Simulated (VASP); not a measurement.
# Mg5CdO6 (P1) in VASP: relaxation of cell and atoms with PBE

Aim: the relaxation of cell and atoms of Mg5CdO6 with PBE.

Everything below comes from runs of VASP 6.6.1. Logs are shortened: lines on timing, memory, paths and dates and some standing lists are left out, and cuts for length are marked.

### Step 1. The cell of the first run

The typed cell holds 12 atoms: a = 3.138 Å, b = 3.134 Å, c = 12.961 Å, α = 90.16°, β = 90.29°, γ = 90.52°.

### Step 2. Relaxation of cell and atoms, PBE

Contents of INCAR:

```
  PREC = Accurate
  ENCUT = 600
  EDIFF = 1E-7
  ISMEAR = 0
  SIGMA = 0.1
  LREAL = False
  LASPH = True
  NELM = 60
  ALGO = Normal
  ISIF = 3
  LWAVE = False
  LCHARG = False
  GGA = PE
  IBRION = 2
  NSW = 80
  EDIFFG = -0.025
```

Contents of KPOINTS:

```
regular mesh
0
Gamma
  4 4 1
```

Contents of POSCAR:

```
Mg5CdO6
1.0
    3.1379604400     -0.0143343041     -0.0078733537
   -0.0143343041      3.1335161073     -0.0044082073
   -0.0333605996     -0.0186782462     12.9605717639
Mg Cd O
5 1 6
Direct
   -0.0678888008     -0.0319459306      0.0029287049
    0.5207088349      0.4720222264      0.1551037481
   -0.0040476741      0.0111912735      0.3264915338
   -0.0131114432      0.1064263586      0.6909868711
    0.4972804551      0.5216676139      0.8362152885
    0.4832171663      0.5182659932      0.5189705621
    0.0083750804     -0.0210368045      0.1638975378
    0.5817546464      0.4917291071      0.3012769215
    0.0121572233      0.0150898799      0.5096296730
    0.4754580641      0.3748434083      0.6637562276
   -0.0083187558      0.0526359938      0.8464882188
    0.5144152035      0.4891108803     -0.0157452872
```

Potentials or basis: VASP PAW PBE potentials, release 64 (Mg, Cd, O).

Run with:

```console
> cat potpaw_PBE.64/Mg/POTCAR potpaw_PBE.64/Cd/POTCAR potpaw_PBE.64/O/POTCAR > POTCAR
> mpirun -np 1 vasp_std > vasp.out
```

OUTCAR:

```text
PREC = Accurate
   ENCUT = 600
   EDIFF = 1E-7
   ISMEAR = 0
   LREAL = False
   LASPH = True
   NELM = 60
   ISIF = 3
   GGA = PE
   IBRION = 2
   NSW = 80
   EDIFFG = -0.025

 ion  position               nearest neighbor table
   1  0.932  0.968  0.003-  12 2.00  11 2.05   7 2.10  12 2.12  12 2.39  12 2.45   2 2.82   2 2.85
                             5 2.90   5 3.09   2 3.11   2 3.12   5 3.14   5 3.29
   2  0.521  0.472  0.155-   8 1.90   7 2.19   7 2.20  12 2.22   7 2.22   7 2.27   1 2.82   1 2.85
                             3 3.04   1 3.11   3 3.12   1 3.12   3 3.15   3 3.25
   3  0.996  0.011  0.326-   8 2.02   8 2.10   7 2.11   9 2.37   8 2.39   8 2.49   2 3.04   2 3.12
                             2 3.15   2 3.25   6 3.31   6 3.31   6 3.35   6 3.38
   4  0.987  0.106  0.691-  10 1.78  10 1.85  11 2.02   9 2.37   5 2.77   5 2.78  10 2.79  10 2.81
                             6 3.01   6 3.03   5 3.04   5 3.08   6 3.28   6 3.30
   5  0.497  0.522  0.836-  12 1.92  11 2.15  11 2.16  11 2.27  10 2.28  11 2.31   4 2.77   4 2.78
                             1 2.90   4 3.04   4 3.08   1 3.09   1 3.14   1 3.29
   6  0.483  0.518  0.519-  10 1.93   9 2.15   9 2.16   9 2.27   9 2.30   8 2.84   4 3.01   4 3.03
                             4 3.28   4 3.30   3 3.31   3 3.31   3 3.35   3 3.38
   7  0.008  0.979  0.164-   1 2.10   3 2.11   2 2.19   2 2.20   2 2.22   2 2.27
   8  0.582  0.492  0.301-   2 1.90   3 2.02   3 2.10   3 2.39   3 2.49   6 2.84
   9  0.012  0.015  0.510-   6 2.15   6 2.16   6 2.27   6 2.30   4 2.37   3 2.37
  10  0.475  0.375  0.664-   4 1.78   4 1.85   6 1.93   5 2.28   4 2.79   4 2.81
  11  0.992  0.053  0.846-   4 2.02   1 2.05   5 2.15   5 2.16   5 2.27   5 2.31
  12  0.514  0.489  0.984-   5 1.92   1 2.00   1 2.12   2 2.22   1 2.39   1 2.45

  LATTYP: Found a triclinic cell.
 ALAT       =     3.1380030569
 B/A-ratio  =     4.2446136420
 C/A-ratio  =     0.9985815620
 COS(alpha) =     0.0049127253
 COS(beta)  =     0.0091387847
 COS(gamma) =     0.2306531192

  Lattice vectors:

 A1 = (   3.1379604400,  -0.0143343041,  -0.0078733537)
 A2 = (   3.1045998404,  -0.0330125503,  12.9526984102)
 A3 = (   0.0143343041,  -3.1335161073,   0.0044082073)

Analysis of symmetry for initial positions (statically):
=====================================================================
 Subroutine PRICEL returns:
 Original cell was already a primitive cell.

 Routine SETGRP: Setting up the symmetry group for a
 triclinic supercell.

 Subroutine GETGRP returns: Found  1 space group operations
 (whereof  1 operations were pure point group operations)
 out of a pool of  2 trial point group operations.

The static configuration has the point symmetry C_1 .

Analysis of symmetry for dynamics (positions and initial velocities):
=====================================================================
 Subroutine PRICEL returns:
 Original cell was already a primitive cell.

 Routine SETGRP: Setting up the symmetry group for a
 triclinic supercell.

 Subroutine GETGRP returns: Found  1 space group operations
 (whereof  1 operations were pure point group operations)
 out of a pool of  2 trial point group operations.

The dynamic configuration has the point symmetry C_1 .

 Subroutine INISYM returns: Found  1 space group operations
 (whereof  1 operations are pure point group operations),
 and found     1 'primitive' translations

----------------------------------------------------------------------------------------

                                     Primitive cell

  volume of cell :     127.4356

  direct lattice vectors                    reciprocal lattice vectors
     3.137960440 -0.014334304 -0.007873354     0.318687061  0.001458994  0.000822405
    -0.014334304  3.133516107 -0.004408207     0.001458994  0.319137647  0.000463684
    -0.033360600 -0.018678246 12.960571764     0.000194094  0.000109433  0.077157747

  length of vectors
     3.138003057  3.133551994 12.960628158     0.318691461  0.319141319  0.077158069

  position of ions in fractional coordinates (direct lattice)
     0.932111199  0.968054069  0.002928705
     0.520708835  0.472022226  0.155103748
     0.995952326  0.011191274  0.326491534
     0.986888557  0.106426359  0.690986871
     0.497280455  0.521667614  0.836215289
     0.483217166  0.518265993  0.518970562
     0.008375080  0.978963196  0.163897538
     0.581754646  0.491729107  0.301276921
     0.012157223  0.015089880  0.509629673
     0.475458064  0.374843408  0.663756228
     0.991681244  0.052635994  0.846488219
     0.514415204  0.489110880  0.984254713

  ion indices of the primitive-cell ions
   primitive index   ion index
                 1           1
                 2           2
                 3           3
                 4           4
                 5           5
                 6           6
                 7           7
                 8           8
                 9           9
                10          10
                11          11
                12          12

----------------------------------------------------------------------------------------

 KPOINTS: regular mesh

Automatic generation of k-mesh.
 Grid dimensions read from file:
 generate k-points for:    4    4    1

 Generating k-lattice:

  Cartesian coordinates                     Fractional coordinates (reciprocal lattice)
     0.079671765  0.000364749  0.000205601     0.250000000 -0.000000000  0.000000000
     0.000364749  0.079784412  0.000115921    -0.000000000  0.250000000  0.000000000
     0.000194094  0.000109433  0.077157747     0.000000000  0.000000000  1.000000000

  Length of vectors
     0.079672865  0.079785330  0.077158069

  Shift w.r.t. Gamma in fractional coordinates (k-lattice)
     0.000000000  0.000000000  0.000000000

 Subroutine IBZKPT returns following result:
 ===========================================

 Found     10 irreducible k-points:

 Following reciprocal coordinates:
            Coordinates               Weight
  0.000000  0.000000  0.000000      1.000000
  0.250000  0.000000  0.000000      2.000000
  0.500000  0.000000  0.000000      1.000000
  0.000000  0.250000  0.000000      2.000000
  0.250000  0.250000  0.000000      2.000000
  0.500000  0.250000  0.000000      2.000000
 -0.250000  0.250000  0.000000      2.000000
  0.000000  0.500000  0.000000      1.000000
  0.250000  0.500000 -0.000000      2.000000
  0.500000  0.500000  0.000000      1.000000
   k-points           NKPTS =     10   k-points in BZ     NKDIM =     10   number of bands    NBANDS=     36
   number of dos      NEDOS =    301   number of ions     NIONS =     12
   total plane-waves  NPLWV =  84672
   dimension x,y,z NGX =    28 NGY =   28 NGZ =  108
   dimension x,y,z NGXF=    56 NGYF=   56 NGZF=  216
   ions per type =               5   1   6
   NGX,Y,Z   is equivalent  to a cutoff of  14.83, 14.85, 13.85 a.u.
   NGXF,Y,Z  is equivalent  to a cutoff of  29.67, 29.71, 27.71 a.u.
 SYSTEM =  unknown system
   PREC   = accura    normal or accurate (medium, high low for compatibility)
   ISTART =      0    job   : 0-new  1-cont  2-samecut
   ICHARG =      2    charge: 1-file 2-atom 10-const
   ISPIN  =      1    spin polarized calculation?
   LNONCOLLINEAR =      F non collinear calculations
   LSORBIT =      F    spin-orbit coupling
   LASPH  =      T    aspherical Exc in radial PAW
   ENCUT  =  600.0 eV  44.10 Ry    6.64 a.u.   6.27  6.26 25.89*2*pi/ulx,y,z
   NELM   =     60;   NELMIN=  2; NELMDL= -5     # of ELM steps
   EDIFF  = 0.1E-06   stopping-criterion for ELM
   LREAL  =      F    real-space projection
   EDIFFG = -.3E-01   stopping-criterion for IOM
   NSW    =     80    number of steps for IOM
   IBRION =      2    ionic relax: 0-MD 1-quasi-New 2-CG
   NFREE  =      1    steps in history (QN), initial steepest desc. (CG)
   ISIF   =      3    stress and relaxation
   ISYM   =      2    0-nonsym 1-usesym 2-fastsym
   POTIM  = 0.5000    time-step for ionic-motion
   TEBEG  =    0.0;   TEEND  =   0.0 temperature during run
   PSTRESS=    0.0 pullay stress
   NELECT =      58.0000    total number of electrons
   NUPDOWN=      -1.0000    fix difference up-down
   EMIN   =  10.00;   EMAX   =-10.00  energy-range for DOS
   EFERMI =   0.00;   METHOD = LEGACY
   ISMEAR =     0;   SIGMA  =   0.10  broadening in eV -4-tet -1-fermi 0-gaus
   EFERMI_NEDOS =   21; number of points for ismear=-14 and -15
   IALGO  =     38    algorithm
   IMIX   =      4    mixing-type and parameters
     AMIX     =   0.40;   BMIX     =  1.00
     AMIX_MAG =   1.60;   BMIX_MAG =  1.00
  volume/ion in A,a.u.               =      10.62        71.66
  Fermi-wavevector in a.u.,A,eV,Ry     =   1.259275  2.379685 21.575757  1.585773
  Thomas-Fermi vector in A             =   2.392843
   LORBIT       =      0    0 simple, 1 ext, 2 COOP (PROOUT), +10 PAW based schemes
   GGA     = PE    functional components
   LHFCALC =     F    Hartree Fock is set to
   AEXX    =    0.0000 exact exchange contribution
   IVDW    =     0    specifies the selected vdW correction
   LEPSILON=     F    determine dielectric tensor
   LRPA    =     F    only Hartree local field effects (RPA)
 conjugate gradient relaxation of ions
 non-spin polarized calculation
 Gauss-broadening in eV      SIGMA  =   0.10
  energy-cutoff  :      600.00
  volume of cell :      127.44
 maximum number of plane-waves:      4268
 NGX is ok and might be reduce to    28
   NGX = 13   NGY = 13   NGZ = 51

--------------------------------------- Ionic step        1  -------------------------------------------

 number of electron      58.0000004 magnetization

 Free energy of the ion-electron system (eV)
  ---------------------------------------------------
  ext. energy  EPLUGINS =         0.00000000
  ---------------------------------------------------
  free energy    TOTEN  =       -63.05444357 eV

  energy without entropy =      -63.05444357  energy(sigma->0) =      -63.05444357

------------------------ aborting loop because EDIFF is reached ----------------------------------------

  FORCE on cell =-STRESS in cart. coord.  units (eV):
  Direction    XX          YY          ZZ          XY          YZ          ZX
  --------------------------------------------------------------------------------------
  -------------------------------------------------------------------------------------
  Total        8.0832953      5.2438125     10.7676758      1.3413349     -2.1791044     -0.9980805
  in kB      101.6267982     65.9275527    135.3760289     16.8638620    -27.3966742    -12.5483132
  external PRESSURE =     100.9767933 kB  Pullay stress =       0.0000000 kB
[... 119 lines left out ...]
  FREE ENERGIE OF THE ION-ELECTRON SYSTEM (eV)
  ---------------------------------------------------
  free  energy   TOTEN  =       -65.1387865195 eV

  energy  without entropy=      -65.1387865195  energy(sigma->0) =      -65.13878652

[... ionic steps 4 to 19 ...]

--------------------------------------- Ionic step       20  -------------------------------------------

 number of electron      58.0000012 magnetization

------------------------ aborting loop because EDIFF is reached ----------------------------------------

  FORCE on cell =-STRESS in cart. coord.  units (eV):
  Direction    XX          YY          ZZ          XY          YZ          ZX
  --------------------------------------------------------------------------------------
  -------------------------------------------------------------------------------------
  Total        0.0246677      0.0013966      0.0392573     -0.0109604     -0.0014750      0.0057124
  in kB        0.3148307      0.0178244      0.5010353     -0.1398862     -0.0188257      0.0729067
  external PRESSURE =       0.2778968 kB  Pullay stress =       0.0000000 kB
[... 77 lines left out ...]
  energy  without entropy=      -66.3903352764  energy(sigma->0) =      -66.39033528

--------------------------------------- Ionic step       22  -------------------------------------------

 number of electron      58.0000013 magnetization

 Free energy of the ion-electron system (eV)
  ---------------------------------------------------
  ext. energy  EPLUGINS =         0.00000000
  ---------------------------------------------------
  free energy    TOTEN  =       -66.39055637 eV

  energy without entropy =      -66.39055637  energy(sigma->0) =      -66.39055637

 E-fermi :   4.3117     XC(G=0): -10.9530

 val. band max:        3.8430610885   @ k =   0.0000   0.5000   0.0000
 cond. band min:       5.2483735658   @ k =   0.0000   0.0000   0.0000
 fundamental gap:      1.4053124773
 Fermi energy:         4.3117488161

 k-point     1 :       0.0000    0.0000    0.0000
  band No.  band energies     occupation
      1     -14.6016      2.00000
      2     -14.2588      2.00000
      3     -14.0522      2.00000
      4     -13.6698      2.00000
      5     -13.3052      2.00000
      6     -13.0439      2.00000
[... 418 lines left out ...]
  FREE ENERGIE OF THE ION-ELECTRON SYSTEM (eV)
  ---------------------------------------------------
  free  energy   TOTEN  =       -66.3905563695 eV

  energy  without entropy=      -66.3905563694  energy(sigma->0) =      -66.39055637

 reached required accuracy - stopping structural energy minimisation
```

Run time: 10 min. Hardware: 1 thread of AMD EPYC 9R45 (Zen 5), shared host; peak memory 0.28 GiB.

What came out:

| Item | Value |
| --- | --- |
| Free energy | -66.3906 eV |
| Relaxed volume | 10.47 Å³/atom |
| Relaxed cell | a = 3.099 Å, b = 3.098 Å, c = 13.081 Å, α = 89.99°, β = 90.02°, γ = 90.00° |
| Space group after relaxing (to 0.1 Å) | P4/mmm (No. 123) |
| Energy gained by relaxing | 278.0 meV/atom |
| Ionic steps | 22 |
| Pressure after relaxing | 0.0 GPa |
| Largest force after relaxing | 0.018 eV/Å |
| Band gap on the k mesh | 1.41 eV (least direct gap 2.76 eV) |

Forces in eV/Å, atoms in the order of the input:
```
Mg  -0.003  0.006  0.004
Mg  -0.005  0.001 -0.005
Mg   0.010 -0.002 -0.004
Mg   0.009 -0.007 -0.005
Mg   0.001 -0.005  0.008
Cd  -0.007  0.005 -0.003
O   -0.006 -0.001 -0.003
O   -0.001 -0.001  0.001
O   -0.005  0.002 -0.002
O    0.015 -0.007  0.005
O    0.000  0.010  0.010
O   -0.008  0.000 -0.007
```

The path:
| step | energy change (eV) | largest force (eV/Å) | pressure (GPa) | volume (Å³) |
| --- | --- | --- | --- | --- |
| 1 | 0.0000 | 6.7532 | 10.10 | 127.44 |
| 2 | -2.0075 | 1.8829 | -8.92 | 140.15 |
| 3 | -2.0843 | 1.9710 | -6.36 | 137.15 |
| 4 | -2.8111 | 1.3573 | -2.55 | 130.46 |
| 5 | -2.9729 | 1.2799 | 2.00 | 125.46 |
| 6 | -3.2129 | 0.7396 | 0.78 | 125.41 |
| 7 | -3.2331 | 0.9326 | 0.66 | 125.38 |
| 8 | -3.3013 | 0.2799 | -0.70 | 126.29 |
| 9 | -3.3016 | 0.2966 | -0.78 | 126.35 |
| 10 | -3.3191 | 0.1629 | 0.21 | 125.45 |
| 11 | -3.3193 | 0.1776 | 0.35 | 125.33 |
| 12 | -3.3247 | 0.1069 | -0.01 | 125.63 |
| 13 | -3.3264 | 0.1698 | -0.34 | 125.92 |
| 14 | -3.3301 | 0.0795 | -0.06 | 125.66 |
| 15 | -3.3308 | 0.0937 | 0.10 | 125.52 |
| 16 | -3.3326 | 0.0579 | 0.02 | 125.56 |
| 17 | -3.3332 | 0.0834 | -0.05 | 125.61 |
| 18 | -3.3347 | 0.0591 | -0.03 | 125.59 |
| 19 | -3.3353 | 0.0632 | -0.01 | 125.56 |
| 20 | -3.3359 | 0.0304 | 0.03 | 125.53 |
| 21 | -3.3359 | 0.0338 | 0.04 | 125.53 |
| 22 | -3.3361 | 0.0177 | -0.02 | 125.58 |

Final structure:
```yaml
crystal:
  lattice:
    - [3.09882, 0.00007, -0.00068]
    - [0.00018, 3.09805, 0.00023]
    - [-0.00183, 0.00093, 13.08109]
  atoms:
    - { symbol: Mg, position: [0.00060, 0.99953, 0.99996] }
    - { symbol: Mg, position: [0.50100, 0.49971, 0.15876] }
    - { symbol: Mg, position: [0.99993, 0.99998, 0.32007] }
    - { symbol: Mg, position: [0.99839, 0.00085, 0.67995] }
    - { symbol: Mg, position: [0.49942, 0.50045, 0.84118] }
    - { symbol: Cd, position: [0.50045, 0.49963, 0.50004] }
    - { symbol: O, position: [0.00103, 0.99986, 0.15940] }
    - { symbol: O, position: [0.50063, 0.49989, 0.31708] }
    - { symbol: O, position: [0.00038, 0.99970, 0.50011] }
    - { symbol: O, position: [0.49794, 0.50085, 0.68291] }
    - { symbol: O, position: [0.99944, 0.99974, 0.84053] }
    - { symbol: O, position: [0.50078, 0.49982, 0.00000] }
```

Caveat: the k points lie up to 0.51 Å⁻¹ apart in the final cell. A k mesh can miss the band edges.
